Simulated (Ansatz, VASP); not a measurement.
# Two plane-wave programs on Ta2H

```
Ta H
1.0
     1.67636   -2.31064    0.00000
     1.67636    2.31064    0.00000
     0.00000    0.00000    4.63650
Ta H
2 1
Direct
  0.00000 0.50000 0.26457
  0.50000 0.00000 0.73543
  0.00000 0.00000 0.00000
```

Alike in both runs: task single point; functional PBEsol; k mesh 10 × 10 × 6; no spin polarisation.

```csv
,VASP,Ansatz
version,VASP 6.6.1,Ansatz 0.2.0
potentials or method,"VASP PAW PBE potentials, release 64 (Ta_pv, H), cutoff 520 eV","plane waves, PAW"
occupations,"methfessel-paxton of order 1, width 0.15 eV","cold, width 0.15 eV"
valence electrons in the cell,23,27
```

Ansatz gave:

```
pressure (GPa)                                                : 14.0
traceless stress, the component that is largest in VASP (GPa) : -3.04
```

Q: Which values does VASP return?

A: Pressure (GPa): 14.3; traceless stress, the component that is largest in VASP (GPa): -3.17.

VASP's potentials were made for PBE, not for PBEsol. VASP's potentials hold 23 valence electrons a cell and Ansatz's 27, so a difference there can come from the potentials and not from the codes.

Neither program's run includes spin-orbit coupling.
